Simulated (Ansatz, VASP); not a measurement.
# One calculation of KBr, two programs

The input POSCAR:

```
KBr
1.0
    0.0000000000      3.3000000000      3.3000000000
    3.3000000000      0.0000000000      3.3000000000
    3.3000000000      3.3000000000      0.0000000000
Br K
1 1
Direct
    0.5000000000      0.5000000000      0.5000000000
    0.0000000000      0.0000000000      0.0000000000
```

INCAR.step1

```
SYSTEM = KBr
ALGO     = Normal         ! electronic algorithm
EDIFF    = 1E-5           ! SCF threshold, eV
ENCUT    = 520            ! plane-wave cutoff, eV
GGA      = PE             ! functional
ISIF     = 2              ! what is computed and relaxed
ISMEAR   = -1             ! smearing method
LASPH    = .True.         ! aspherical terms in the spheres
LCHARG   = .False.        ! write CHGCAR
LREAL    = .False.        ! projectors in reciprocal space
LWAVE    = .True.         ! write WAVECAR
NBANDS   = 15             ! bands
NELM     = 80             ! most SCF steps
PREC     = Accurate       ! precision mode
SIGMA    = 0.05           ! smearing width, eV
```

INCAR.step2

```
SYSTEM = KBr
AEXX     = 0.5            ! exact-exchange fraction
ALGO     = Normal         ! electronic algorithm
EDIFF    = 1E-6           ! SCF threshold, eV
ENCUT    = 520            ! plane-wave cutoff, eV
ISIF     = 2              ! what is computed and relaxed
ISMEAR   = -1             ! smearing method
ISTART   = 1            
LASPH    = .True.         ! aspherical terms in the spheres
LCHARG   = .False.        ! write CHGCAR
LHFCALC  = .True.         ! exact exchange
LMIXTAU  = .True.       
LREAL    = .False.        ! projectors in reciprocal space
LWAVE    = .False.        ! write WAVECAR
METAGGA  = R2SCAN         ! meta-GGA
NBANDS   = 15             ! bands
NELM     = 80             ! most SCF steps
PREC     = Accurate       ! precision mode
PRECFOCK = Normal       
SIGMA    = 0.05           ! smearing width, eV
```

The input KPOINTS:

```
k-points
0
Gamma
  4 4 4
  0 0 0
```

The input input.yaml:

```yaml
crystal:
  lattice:
    - [0.0, 3.3, 3.3]
    - [3.3, 0.0, 3.3]
    - [3.3, 3.3, 0.0]
  atoms:
    - { symbol: Br, position: [0.5, 0.5, 0.5] }
    - { symbol: K, position: [0.0, 0.0, 0.0] }
hamiltonian:
  xc: r2scan50
  pseudopotentials: { kind: paw }
kpoints:
  mp_grid: { grid: [4, 4, 4] }
  band_path:
    path:
      - [[0.0, 0.0, 0.0], [0.5, 0.0, 0.5], [0.5, 0.25, 0.75], [0.375, 0.375, 0.75], [0.0, 0.0, 0.0], [0.5, 0.5, 0.5], [0.625, 0.25, 0.625], [0.5, 0.25, 0.75], [0.5, 0.5, 0.5], [0.375, 0.375, 0.75]]
      - [[0.625, 0.25, 0.625], [0.5, 0.0, 0.5]]
    npoints: 4
scf:
  occupations: { method: fermi_dirac, width: 0.05 }
  n_extra_bands: 6
output:
  forces: true
  stress: true
  eigenvalues: true
  fatbands: false
  write_density: true
  write_potential: true
  elf: true
  volumetric_format: npy
```

Alike in both runs: functional r2SCAN50; k mesh 4 × 4 × 4; occupations fermi-dirac, width 0.05 eV; no spin polarisation.

|  | VASP | Ansatz |
| --- | --- | --- |
| version | VASP 6.6.1 | Ansatz 0.2.0 |
| potentials or method | VASP PAW PBE potentials, release 64 (Br, K_sv) | Ansatz PAW |
| plane-wave cutoff (eV) | 520 | 500 |
| valence electrons in the cell | 16 | 16 |
| task | single point | band structure |

```csv
,VASP,Ansatz,Ansatz less VASP
gap on the k mesh at the Fermi level (eV),8.27,8.25,-0.027
least direct gap on the mesh (eV),8.27,8.25,-0.027
pressure (GPa),-0.2,-0.1,+0.08
```

VASP's potentials were made for PBE, not for r2SCAN50.
